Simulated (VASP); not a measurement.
Input of a VASP 6.6.1 run:

Contents of INCAR:

```
SYSTEM = Ni
  PREC = Accurate
  ENCUT = 520
  EDIFF = 1E-7
  ISMEAR = 0
  SIGMA = 0.025
  LREAL = .FALSE.
  LASPH = .TRUE.
  NELM = 150
  ALGO = Normal
  ISIF = 2
  LWAVE = .FALSE.
  LCHARG = .FALSE.
  ISPIN = 2
  MAGMOM = 1
  LORBIT = 11
  LMAXMIX = 4
  GGA = PE
  NBANDS = 15
```

Contents of KPOINTS:

```
Automatic mesh
0
G
  13 13 13
  0 0 0
```

Contents of POSCAR:

```
Ni
1.0
    0.0000000000      1.7375729330      1.7375729330
    1.7375729330      0.0000000000      1.7375729330
    1.7375729330      1.7375729330      0.0000000000
Ni
1
Direct
    0.0000000000      0.0000000000      0.0000000000
```

Potentials or basis: VASP PAW PBE potentials, release 64 (Ni).

Launch:

```bash
$ cat potpaw_PBE.64/Ni/POTCAR > POTCAR
$ mpirun -np 1 vasp_std > vasp.out
```

Task: Estimate the site moments.

Result: Ni +0.63 μB.

Task: What does it give for the pressure?

Result: 7.8 GPa.

Task: Predict the net moment.

Result: 0.62 μB per cell.

Caveat: the cell stands under pressure.
